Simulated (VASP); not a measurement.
# Ta (Fm-3m) in VASP: notebook, part 2 of 2

VASP 6.6.1.

**5. Single point, PBE (volume scaled by 0.96)**

File INCAR:

```
SYSTEM = Ta
ALGO = Normal
EDIFF = 1E-7
ENCUT = 520
GGA = PE
ISIF = 2
ISMEAR = -1
LASPH = .True.
LCHARG = .False.
LREAL = .False.
LWAVE = .False.
NBANDS = 12
NELM = 100
PREC = Accurate
SIGMA = 0.1
```

File KPOINTS:

```
k-points
0
Gamma
  14 14 14
  0 0 0
```

File POSCAR:

```
Ta
1.0
    0.0000000000      2.0829639951      2.0829639951
    2.0829639951      0.0000000000      2.0829639951
    2.0829639951      2.0829639951      0.0000000000
Ta
1
Direct
    0.0000000000      0.0000000000      0.0000000000
```

Potentials or basis: VASP PAW PBE potentials, release 64 (Ta_pv).

Launch:

```bash
cat potpaw_PBE.64/Ta_pv/POTCAR > POTCAR
mpirun -np 1 vasp_std > vasp.out
```

OUTCAR:

```text
SYSTEM = Ta
   EDIFF = 1E-7
   ENCUT = 520
   GGA = PE
   ISIF = 2
   ISMEAR = -1
   LASPH = .True.
   LREAL = .False.
   NELM = 100
   PREC = Accurate

 ion  position               nearest neighbor table
   1  0.000  0.000  0.000-

  LATTYP: Found a face centered cubic cell.
 ALAT       =     4.1659279902

  Lattice vectors:

 A1 = (   0.0000000000,   2.0829639951,   2.0829639951)
 A2 = (   2.0829639951,   0.0000000000,   2.0829639951)
 A3 = (   2.0829639951,   2.0829639951,   0.0000000000)

Analysis of symmetry for initial positions (statically):
=====================================================================
 Subroutine PRICEL returns:
 Original cell was already a primitive cell.

 Routine SETGRP: Setting up the symmetry group for a
 face centered cubic supercell.

 Subroutine GETGRP returns: Found 48 space group operations
 (whereof 48 operations were pure point group operations)
 out of a pool of 48 trial point group operations.

The static configuration has the point symmetry O_h .

Analysis of symmetry for dynamics (positions and initial velocities):
=====================================================================
 Subroutine PRICEL returns:
 Original cell was already a primitive cell.

 Routine SETGRP: Setting up the symmetry group for a
 face centered cubic supercell.

 Subroutine GETGRP returns: Found 48 space group operations
 (whereof 48 operations were pure point group operations)
 out of a pool of 48 trial point group operations.

The dynamic configuration has the point symmetry O_h .

 Subroutine INISYM returns: Found 48 space group operations
 (whereof 48 operations are pure point group operations),
 and found     1 'primitive' translations

----------------------------------------------------------------------------------------

                                     Primitive cell

  volume of cell :      18.0749

  direct lattice vectors                    reciprocal lattice vectors
     0.000000000  2.082963995  2.082963995    -0.240042555  0.240042555  0.240042555
     2.082963995  0.000000000  2.082963995     0.240042555 -0.240042555  0.240042555
     2.082963995  2.082963995  0.000000000     0.240042555  0.240042555 -0.240042555

  length of vectors
     2.945755932  2.945755932  2.945755932     0.415765902  0.415765902  0.415765902

  position of ions in fractional coordinates (direct lattice)
     0.000000000  0.000000000  0.000000000

  ion indices of the primitive-cell ions
   primitive index   ion index
                 1           1

----------------------------------------------------------------------------------------

 KPOINTS: k-points

Automatic generation of k-mesh.
 Grid dimensions read from file:
 generate k-points for:   14   14   14

 Generating k-lattice:

  Cartesian coordinates                     Fractional coordinates (reciprocal lattice)
    -0.017145897  0.017145897  0.017145897     0.071428571  0.000000000  0.000000000
     0.017145897 -0.017145897  0.017145897     0.000000000  0.071428571  0.000000000
     0.017145897  0.017145897 -0.017145897     0.000000000  0.000000000  0.071428571

  Length of vectors
     0.029697564  0.029697564  0.029697564

  Shift w.r.t. Gamma in fractional coordinates (k-lattice)
     0.000000000  0.000000000  0.000000000

 Subroutine IBZKPT returns following result:
 ===========================================

 Found    104 irreducible k-points:

 Following reciprocal coordinates:
            Coordinates               Weight
  0.000000  0.000000  0.000000      1.000000
  0.071429  0.000000  0.000000      8.000000
  0.142857  0.000000  0.000000      8.000000
  0.214286  0.000000  0.000000      8.000000
  0.285714  0.000000  0.000000      8.000000
  0.357143  0.000000  0.000000      8.000000
[... 16 lines left out ...]
  0.214286  0.142857  0.000000     24.000000
  0.285714  0.142857  0.000000     24.000000
 [... further k-points ...]
   k-points           NKPTS =    104   k-points in BZ     NKDIM =    104   number of bands    NBANDS=     12
   number of dos      NEDOS =    301   number of ions     NIONS =      1
   total plane-waves  NPLWV =  13824
   dimension x,y,z NGX =    24 NGY =   24 NGZ =   24
   dimension x,y,z NGXF=    48 NGYF=   48 NGZF=   48
   ions per type =               1
   NGX,Y,Z   is equivalent  to a cutoff of  13.54, 13.54, 13.54 a.u.
   NGXF,Y,Z  is equivalent  to a cutoff of  27.09, 27.09, 27.09 a.u.
 SYSTEM =  Ta
   PREC   = accura    normal or accurate (medium, high low for compatibility)
   ISTART =      0    job   : 0-new  1-cont  2-samecut
   ICHARG =      2    charge: 1-file 2-atom 10-const
   ISPIN  =      1    spin polarized calculation?
   LNONCOLLINEAR =      F non collinear calculations
   LSORBIT =      F    spin-orbit coupling
   LASPH  =      T    aspherical Exc in radial PAW
   ENCUT  =  520.0 eV  38.22 Ry    6.18 a.u.   5.48  5.48  5.48*2*pi/ulx,y,z
   NELM   =    100;   NELMIN=  2; NELMDL= -5     # of ELM steps
   EDIFF  = 0.1E-06   stopping-criterion for ELM
   LREAL  =      F    real-space projection
   EDIFFG = 0.1E-05   stopping-criterion for IOM
   NSW    =      0    number of steps for IOM
   IBRION =     -1    ionic relax: 0-MD 1-quasi-New 2-CG
   NFREE  =      0    steps in history (QN), initial steepest desc. (CG)
   ISIF   =      2    stress and relaxation
   ISYM   =      2    0-nonsym 1-usesym 2-fastsym
   POTIM  = 0.5000    time-step for ionic-motion
   TEBEG  =    0.0;   TEEND  =   0.0 temperature during run
   PSTRESS=    0.0 pullay stress
   NELECT =      11.0000    total number of electrons
   NUPDOWN=      -1.0000    fix difference up-down
   EMIN   =  10.00;   EMAX   =-10.00  energy-range for DOS
   EFERMI =   0.00;   METHOD = LEGACY
   ISMEAR =    -1;   SIGMA  =   0.10  broadening in eV -4-tet -1-fermi 0-gaus
   EFERMI_NEDOS =   21; number of points for ismear=-14 and -15
   IALGO  =     38    algorithm
   IMIX   =      4    mixing-type and parameters
     AMIX     =   0.40;   BMIX     =  1.00
     AMIX_MAG =   1.60;   BMIX_MAG =  1.00
  volume/ion in A,a.u.               =      18.07       121.98
  Fermi-wavevector in a.u.,A,eV,Ry     =   1.387333  2.621679 26.187026  1.924692
  Thomas-Fermi vector in A             =   2.511564
   LORBIT       =      0    0 simple, 1 ext, 2 COOP (PROOUT), +10 PAW based schemes
   GGA     = PE    functional components
   LHFCALC =     F    Hartree Fock is set to
   AEXX    =    0.0000 exact exchange contribution
   IVDW    =     0    specifies the selected vdW correction
   LEPSILON=     F    determine dielectric tensor
   LRPA    =     F    only Hartree local field effects (RPA)
 non-spin polarized calculation
  energy-cutoff  :      520.00
  volume of cell :       18.07
 maximum number of plane-waves:       531
 NGX is ok and might be reduce to    24
   NGX = 11   NGY = 11   NGZ = 11

 number of electron      11.0000001 magnetization

 Free energy of the ion-electron system (eV)
  ---------------------------------------------------
  ext. energy  EPLUGINS =         0.00000000
  ---------------------------------------------------
  free energy    TOTEN  =       -11.57309184 eV

  energy without entropy =      -11.53336411  energy(sigma->0) =      -11.55322797

 E-fermi :   5.8641     XC(G=0): -12.6027

 val. band max:        5.8278985993   @ k =  -0.4286   0.2143   0.0714
 cond. band min:       5.8664178849   @ k =   0.3571   0.1429   0.0000
 fundamental gap:      0.0385192856
 Fermi energy:         5.8641206509

 k-point     1 :       0.0000    0.0000    0.0000
  band No.  band energies     occupation
      1     -27.6408      2.00000
      2     -27.6408      2.00000
      3     -27.6408      2.00000
      4      -2.4478      2.00000
      5       6.2765      0.03187
      6       6.2765      0.03187
      7       6.2765      0.03187
      8       9.4351      0.00000
      9       9.4351      0.00000
     10      18.4133      0.00000
     11      20.1049      0.00000
     12      23.4583      0.00000
[... 331 lines left out ...]
 k-point    24 :       0.2857    0.1429    0.0000
  band No.  band energies     occupation
      1     -28.2315      2.00000
      2     -27.7985      2.00000
      3     -27.7871      2.00000
      4       0.1884      2.00000
      5       4.4664      2.00000
      6       6.4063      0.00880
      7       7.3961      0.00000
      8       8.7189      0.00000
      9      10.4696      0.00000
     10      20.0377      0.00000
     11      20.1649      0.00000
     12      23.2020      0.00000

 [... further k-points ...]

------------------------ aborting loop because EDIFF is reached ----------------------------------------

  FORCE on cell =-STRESS in cart. coord.  units (eV):
  Direction    XX          YY          ZZ          XY          YZ          ZX
  --------------------------------------------------------------------------------------
  -------------------------------------------------------------------------------------
  Total        0.9630052      0.9630052      0.9630052      0.0000000     -0.0000000      0.0000000
  in kB       85.3618684     85.3618684     85.3618684      0.0000000     -0.0000000      0.0000000
  external PRESSURE =      85.3618684 kB  Pullay stress =       0.0000000 kB

 VOLUME and BASIS-vectors are now :
 -----------------------------------------------------------------------------
  energy-cutoff  :      520.00
  volume of cell :       18.07
      direct lattice vectors                 reciprocal lattice vectors
     0.000000000  2.082963995  2.082963995    -0.240042555  0.240042555  0.240042555
     2.082963995  0.000000000  2.082963995     0.240042555 -0.240042555  0.240042555
     2.082963995  2.082963995  0.000000000     0.240042555  0.240042555 -0.240042555

 POSITION                                       TOTAL-FORCE (eV/Angst)
 -----------------------------------------------------------------------------------
      0.00000      0.00000      0.00000         0.000000     -0.000000      0.000000
 -----------------------------------------------------------------------------------
    total drift:                                0.000000      0.000000      0.000000

  FREE ENERGIE OF THE ION-ELECTRON SYSTEM (eV)
  ---------------------------------------------------
  free  energy   TOTEN  =       -11.5730918361 eV

  energy  without entropy=      -11.5333641113  energy(sigma->0) =      -11.55322797
```

stdout:

```text
POSCAR found type information on POSCAR Ta
 POSCAR found :  1 types and       1 ions
 scaLAPACK will be used
 LDA part: xc-table for (Slater+PW92), standard interpolation
 POSCAR, INCAR and KPOINTS ok, starting setup
 FFT: planning ... GRIDC
 FFT: planning ... GRID_SOFT
 FFT: planning ... GRID
 WAVECAR not read
 entering main loop
```

Wall time 14 s (1 thread of Intel Xeon Platinum 8259CL at 2.50GHz (Skylake/Cascade Lake), shared host); peak memory 0.15 GiB.

What came out:

```yaml
Free_energy: -11.5731 eV
Pressure: 8.5 GPa
```

Levels at points of the mesh, in eV from the Fermi level:
| k point | band 2 | band 3 | band 4 | band 5 | band 6 | band 7 | band 8 | band 9 |
| --- | --- | --- | --- | --- | --- | --- | --- | --- |
| (0.00, 0.00, 0.00) | -33.50 | -33.50 | -8.31 | 0.41 | 0.41 | 0.41 | 3.57 | 3.57 |
| (0.50, 0.00, 0.00) | -33.66 | -33.66 | -4.80 | 0.17 | 0.17 | 0.79 | 6.03 | 6.03 |
| (0.50, 0.50, 0.00) | -33.92 | -33.92 | -4.63 | -3.56 | 3.09 | 6.03 | 6.77 | 6.77 |

Caveat: spin-orbit coupling is left out, which moves the levels of the heavy elements.

**6. Single point, PBE**

File INCAR:

```
  PREC = Accurate
  ENCUT = 520
  EDIFF = 1E-6
  ISMEAR = -1
  SIGMA = 0.1
  LREAL = False
  LASPH = True
  NELM = 60
  ALGO = Normal
  ISIF = 2
  LWAVE = False
  LCHARG = False
  GGA = PE
  NBANDS = 12
```

File KPOINTS:

```
Automatic mesh
0
Gamma
  14 14 14
```

File POSCAR:

```
Ta
1.0
    0.0000000000      2.1115012946      2.1115012946
    2.1115012946      0.0000000000      2.1115012946
    2.1115012946      2.1115012946      0.0000000000
Ta
1
Direct
    0.0000000000      0.0000000000      0.0000000000
```

Potentials or basis: VASP PAW PBE potentials, release 64 (Ta_pv).

Launch:

```bash
cat potpaw_PBE.64/Ta_pv/POTCAR > POTCAR
mpirun -np 1 vasp_std > vasp.out
```

OUTCAR:

```text
PREC = Accurate
   ENCUT = 520
   EDIFF = 1E-6
   ISMEAR = -1
   LREAL = False
   LASPH = True
   NELM = 60
   ISIF = 2
   GGA = PE

 ion  position               nearest neighbor table
   1  0.000  0.000  0.000-

  LATTYP: Found a face centered cubic cell.
 ALAT       =     4.2230025892

  Lattice vectors:

 A1 = (   0.0000000000,   2.1115012946,   2.1115012946)
 A2 = (   2.1115012946,   0.0000000000,   2.1115012946)
 A3 = (   2.1115012946,   2.1115012946,   0.0000000000)

Analysis of symmetry for initial positions (statically):
=====================================================================
 Subroutine PRICEL returns:
 Original cell was already a primitive cell.

 Routine SETGRP: Setting up the symmetry group for a
 face centered cubic supercell.

 Subroutine GETGRP returns: Found 48 space group operations
 (whereof 48 operations were pure point group operations)
 out of a pool of 48 trial point group operations.

The static configuration has the point symmetry O_h .

Analysis of symmetry for dynamics (positions and initial velocities):
[... 160 lines left out ...]
 cond. band min:       5.5296397427   @ k =   0.5000   0.2857   0.0000
 fundamental gap:      0.0326941855
 Fermi energy:         5.5180522487

 k-point     1 :       0.0000    0.0000    0.0000
  band No.  band energies     occupation
      1     -28.1340      2.00000
      2     -28.1340      2.00000
      3     -28.1340      2.00000
      4      -2.6147      2.00000
      5       5.9504      0.02616
      6       5.9504      0.02616
      7       5.9504      0.02616
      8       8.9372      0.00000
      9       8.9372      0.00000
     10      17.9549      0.00000
     11      19.6299      0.00000
     12      22.8004      0.00000
[... 331 lines left out ...]
 k-point    24 :       0.2857    0.1429    0.0000
  band No.  band energies     occupation
      1     -28.6469      2.00000
      2     -28.2719      2.00000
      3     -28.2618      2.00000
      4      -0.0778      2.00000
      5       4.2226      2.00000
      6       6.0832      0.00700
      7       7.0105      0.00000
      8       8.2615      0.00000
      9       9.9171      0.00000
     10      19.4180      0.00000
     11      19.6480      0.00000
     12      22.3847      0.00000

 [... further k-points ...]
[... 5 lines left out ...]
  --------------------------------------------------------------------------------------
  -------------------------------------------------------------------------------------
  Total        0.0141756      0.0141756      0.0141756     -0.0000000     -0.0000000      0.0000000
  in kB        1.2062775      1.2062775      1.2062775     -0.0000000     -0.0000000      0.0000000
  external PRESSURE =       1.2062775 kB  Pullay stress =       0.0000000 kB

 VOLUME and BASIS-vectors are now :
 -----------------------------------------------------------------------------
  energy-cutoff  :      520.00
  volume of cell :       18.83
      direct lattice vectors                 reciprocal lattice vectors
     0.000000000  2.111501295  2.111501295    -0.236798339  0.236798339  0.236798339
     2.111501295  0.000000000  2.111501295     0.236798339 -0.236798339  0.236798339
     2.111501295  2.111501295  0.000000000     0.236798339  0.236798339 -0.236798339

 POSITION                                       TOTAL-FORCE (eV/Angst)
 -----------------------------------------------------------------------------------
      0.00000      0.00000      0.00000         0.000000      0.000000      0.000000
 -----------------------------------------------------------------------------------
    total drift:                                0.000000      0.000000     -0.000000

  FREE ENERGIE OF THE ION-ELECTRON SYSTEM (eV)
  ---------------------------------------------------
  free  energy   TOTEN  =       -11.5930103234 eV

  energy  without entropy=      -11.5515262625  energy(sigma->0) =      -11.57226829
```

OSZICAR:

```text
N       E                     dE             d eps       ncg     rms          rms(c)
DAV:   1     0.616600772370E+02    0.61660E+02   -0.60182E+03  2496   0.863E+02
DAV:   2    -0.110651204376E+02   -0.72725E+02   -0.70997E+02  2768   0.245E+02
DAV:   3    -0.120980010177E+02   -0.10329E+01   -0.10130E+01  3052   0.274E+01
DAV:   4    -0.121006215837E+02   -0.26206E-02   -0.26203E-02  2748   0.157E+00
DAV:   5    -0.121006312996E+02   -0.97160E-05   -0.97158E-05  3060   0.894E-02    0.122E+01
DAV:   6    -0.117122148742E+02    0.38842E+00   -0.30526E-01  2964   0.606E+00    0.588E+00
DAV:   7    -0.115938664813E+02    0.11835E+00   -0.35531E-01  2908   0.556E+00    0.376E-01
DAV:   8    -0.115931397316E+02    0.72675E-03   -0.14419E-02  2800   0.918E-01    0.219E-01
DAV:   9    -0.115930166482E+02    0.12308E-03   -0.31691E-04  2904   0.181E-01    0.247E-02
DAV:  10    -0.115930105731E+02    0.60751E-05   -0.99540E-06  2780   0.311E-02    0.711E-03
DAV:  11    -0.115930103234E+02    0.24974E-06   -0.67039E-07  1712   0.860E-03
   1 F= -.11593010E+02 E0= -.11572268E+02  d E =-.414841E-01
```

Wall time 12 s (1 thread of Intel Xeon Platinum 8259CL at 2.50GHz (Skylake/Cascade Lake), shared host); peak memory 0.15 GiB.

What came out:

```
Free energy : -11.5930 eV
Pressure    : 0.1 GPa
```

Levels at points of the mesh, in eV from the Fermi level:
```tsv
k point	band 3	band 4	band 5	band 6	band 7	band 8
(0.00, 0.00, 0.00)	-33.65	-8.13	0.43	0.43	0.43	3.42
(0.50, 0.00, 0.00)	-33.79	-4.62	0.21	0.21	0.65	5.74
(0.50, 0.50, 0.00)	-34.01	-4.39	-3.34	2.85	5.73	6.43
```

Caveat: spin-orbit coupling is left out, which moves the levels of the heavy elements.

**7. The runs side by side**

| cell | k mesh | gap on the mesh (eV) | pressure (GPa) |
| --- | --- | --- | --- |
| a = 2.986 Å, angles 60.0°, 1 atom | 13 × 13 × 13 | none | 0.0 |
| a = 2.862 Å, angles 60.0°, 1 atom | 14 × 14 × 14 | none | 31.0 |
| a = 2.904 Å, angles 60.0°, 1 atom | 14 × 14 × 14 | none | 18.7 |
| a = 2.946 Å, angles 60.0°, 1 atom | 14 × 14 × 14 | none | 8.5 |
| a = 2.986 Å, angles 60.0°, 1 atom | 14 × 14 × 14 | none | 0.1 |

Alike in all rows: task single point; level PBE; potentials or basis VASP PAW PBE potentials, release 64 (Ta_pv); no spin polarisation; cutoff (eV) 520; smearing fermi-dirac 0.1 eV.

Caveats: spin-orbit coupling is left out, which moves the levels of the heavy elements.

Total energies depend on the potentials used, so only differences within one code and one set of settings carry meaning.
